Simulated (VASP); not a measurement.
**Ge: elastic constants with PBEsol**

Ge:

```
CELL_PARAMETERS angstrom
-2.57449 2.57449 1.39741
2.57449 -2.57449 1.39741
2.57449 2.57449 -1.39741
ATOMIC_POSITIONS crystal
Ge 0.50000 0.50000 0.00000
Ge 0.25000 0.75000 0.50000
```

| Property | Result |
| --- | --- |
| Program | VASP 6.6.1 |
| Task | elastic constants |
| Functional | PBEsol |
| Potentials or basis | VASP PAW PBE potentials, release 64 (Ge_d) |
| Cutoff | 600 eV |
| k mesh | 8 × 8 × 8 |
| Occupations | fermi-dirac, width 0.05 eV |
| Spin | no spin polarisation |
| Dipole correction | no |
| Ions in elastic constants | relaxed |
| Further INCAR settings | ALGO = Normal; EDIFF = 1e-08; IBRION = 6; POTIM = 0.015; NSW = 1; ISIF = 3 |

```yaml
Voigt_bulk_modulus: 77 GPa
Highest_phonon_frequency_at_Γ: 166 cm⁻¹
```

Phonon frequencies in cm⁻¹ (negative: imaginary):
```
              q point       frequencies
(0.000, 0.000, 0.000)  0 0 0 69 166 166
```

Elastic tensor in Voigt notation (GPa, in the Cartesian axes of the cell as first typed):
```
101  83  41   0   0   0
 83 101  41   0   0   0
 41  41 159   0   0   0
  0   0   0  31   0   0
  0   0   0   0  31   0
  0   0   0   0   0  59
```

Clamped-ion elastic tensor (GPa):
```
154  29  41   0   0   0
 29 154  41   0   0   0
 41  41 159   0   0   0
  0   0   0  32   0   0
  0   0   0   0  32   0
  0   0   0   0   0  59
```

Run time: 5.9 min on 1 thread of Intel(R) Xeon(R) 6975P-C (Granite Rapids) (shared host), peak memory 0.32 GiB.

Caveat: the PAW data sets were made with another functional, which shifts forces and pressure a little.
